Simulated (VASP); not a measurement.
Wanted: the native input for a VASP 6.6.1 run.

```yaml
Task: single point
Functional: PBE
Dispersion: D3(BJ)
Potentials_or_basis: VASP PAW PBE potentials, release 64 (Na_pv)
Cutoff: 520 eV
k_mesh: 3 × 3 × 1
Occupations: gaussian, width 0.1 eV
Spin: no spin polarisation
Dipole_correction: yes
Further_INCAR_settings: LREAL = Auto; ALGO = Normal; EDIFF = 1e-06; NBANDS = 70
```

The structure of Na lies in POSCAR:

```
Na
1.0
    8.1558973540      0.0000000000      0.0000000000
    0.0000000000      8.1558973540      0.0000000000
    0.0000000000      0.0000000000     22.1169230155
Na
16
Direct
    0.2500000000      0.7500000000      0.3617139687
    0.2500000000      0.2500000000      0.3617139687
    0.7500000000      0.7500000000      0.3617139687
    0.7500000000      0.2500000000      0.3617139687
    0.5000000000      0.5000000000      0.4539046562
    0.5000000000      0.0000000000      0.4539046562
    0.0000000000      0.5000000000      0.4539046562
    0.0000000000      0.0000000000      0.4539046562
    0.7500000000      0.2500000000      0.5506358730
    0.7500000000      0.7500000000      0.5506358730
    0.2500000000      0.2500000000      0.5506358730
    0.2500000000      0.7500000000      0.5506358730
    0.0000000000      0.0000000000      0.6507851945
    0.0000000000      0.5000000000      0.6507851945
    0.5000000000      0.0000000000      0.6507851945
    0.5000000000      0.5000000000      0.6507851945
```

One way to write it, as run:

INCAR

```
ALGO = Normal
DIPOL = 0.5 0.5 0.504
EDIFF = 1E-6
ENCUT = 520
GGA = PE
IDIPOL = 3
ISIF = 2
ISMEAR = 0
IVDW = 12
LASPH = True
LCHARG = True
LDIPOL = True
LELF = True
LREAL = Auto
LVACPOTAV = True
LVHAR = True
LWAVE = False
NBANDS = 70
NELM = 100
PREC = Accurate
SIGMA = 0.1
```

KPOINTS

```
k-points
0
Gamma
  3 3 1
```

Potentials or basis: VASP PAW PBE potentials, release 64 (Na_pv).

Run with:

```bash
$ cat potpaw_PBE.64/Na_pv/POTCAR > POTCAR
$ mpirun -np 1 vasp_std > vasp.out
```

Results of the run:

| Property | Result |
| --- | --- |
| Largest force | 0.074 eV/Å |
| Band gap on the k mesh | zero (bands 56 and 57 overlap by 0.26 eV) |
| Dispersion energy per atom | -0.114 eV |

It took 8.5 min on 1 thread of Intel(R) Xeon(R) 6975P-C (Granite Rapids), with other jobs on the host, peak memory 1.2 GiB.
